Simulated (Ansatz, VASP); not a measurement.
# Ca4AlO in VASP and in Ansatz

```
Ca Al O
1.0
    -3.47773    3.47773    3.42302
     3.47773   -3.47773    3.42302
     3.47773    3.47773   -3.42302
Ca Al O
4 1 1
Direct
  0.44366 0.94366 0.88731
  0.05634 0.55634 0.11269
  0.55634 0.44366 0.50000
  0.94366 0.05634 0.50000
  0.50000 0.50000 0.00000
  0.00000 0.00000 0.00000
```

Change from the starting cell: species swapped into the Hf4AlSi type (I422, No. 97).

Alike in both runs: functional PBE; k mesh 4 × 4 × 4; occupations gaussian, width 0.1 eV; no spin polarisation.

Ansatz relaxed the structure, and its values are those at the end. VASP's run is a single point on that final structure, the one shown.

|  | VASP | Ansatz |
| --- | --- | --- |
| version | VASP 6.6.1 | Ansatz 0.2.0 |
| potentials or method | VASP PAW PBE potentials, release 64 (Ca_sv, Al, O), cutoff 520 eV | scalar-relativistic, plane waves, PAW |
| valence electrons in the cell | 49 | 49 |

Ansatz gave:

```
gap on the k mesh at the Fermi level (eV) : none
pressure (GPa)                            : -0.1
rms of the force components (eV/Å)        : 0.009
```

Q: What did VASP give for the same quantities?

A: gap on the k mesh at the Fermi level (eV): none; pressure (GPa): 0.0; rms of the force components (eV/Å): 0.010.

A gap of «none» marks a metal or a gap that the smearing closes. With one functional, cell and mesh, what is left measures potentials, basis and numerics.
